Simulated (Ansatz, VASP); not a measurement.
# Na: VASP beside Ansatz

The input INCAR:

```
  ALGO = Normal
  EDIFF = 1E-7
  ENCUT = 520
  GGA = PS
  ISIF = 2
  ISMEAR = 0
  LASPH = True
  LCHARG = False
  LREAL = False
  LWAVE = False
  NBANDS = 14
  NELM = 100
  PREC = Accurate
  SIGMA = 0.1
```

KPOINTS

```
k-points
0
Gamma
  6 4 4
```

POSCAR

```
Na
1.0
    3.8934099003      0.0459611639      0.0147830604
    0.0446806275      4.1627085798      0.1263337111
   -1.8884274914     -1.8537635540      7.1004469443
Na
2
Direct
    0.3490295755      0.6260226266      0.7346524735
    0.6509704245      0.3739773734      0.2653475265
```

Input for Ansatz:

```yaml
crystal:
  lattice:
    - [3.8934099003, 0.0459611639, 0.0147830604]
    - [0.0446806275, 4.1627085798, 0.1263337111]
    - [-1.8884274914, -1.853763554, 7.1004469443]
  atoms:
    - { symbol: Na, position: [0.3490295755, 0.6260226266, 0.7346524735] }
    - { symbol: Na, position: [0.6509704245, 0.3739773734, 0.2653475265] }
basis:
  ecutwfc: 420
kpoints:
  mp_grid: { grid: [6, 4, 4] }
hamiltonian:
  xc: pbesol
scf:
  occupations: { method: gaussian, width: 0.1 }
output:
  forces: true
  stress: true
  eigenvalues: true
```

Alike in both runs: task single point; functional PBEsol; k mesh 6 × 4 × 4; occupations gaussian, width 0.1 eV; no spin polarisation.

|  | VASP | Ansatz |
| --- | --- | --- |
| version | VASP 6.6.1 | Ansatz 0.2.0 |
| potentials or method | VASP PAW PBE potentials, release 64 (Na_pv), cutoff 520 eV | scalar-relativistic, plane waves, PAW |
| valence electrons in the cell | 14 | 18 |

```csv
,VASP,Ansatz,Ansatz less VASP
gap on the k mesh at the Fermi level (eV),none,none,-
pressure (GPa),-1.2,-1.2,0.00
"traceless stress, the component that is largest in VASP (GPa)",0.17,0.17,0.000
rms of the force components (eV/Å),0.021,0.021,0.0000
```

VASP's potentials were made for PBE, not for PBEsol. Atom by atom the forces differ by 0.000 eV/Å (rms over components). A gap of «none» marks a metal or a gap that the smearing closes. The functional is the same, so the differences come from potentials, cutoffs and numerics. VASP's potentials hold 14 valence electrons a cell and Ansatz's 18, so a difference there can come from the potentials and not from the codes.

The k mesh is coarse, so the values compare programs but aren't converged.
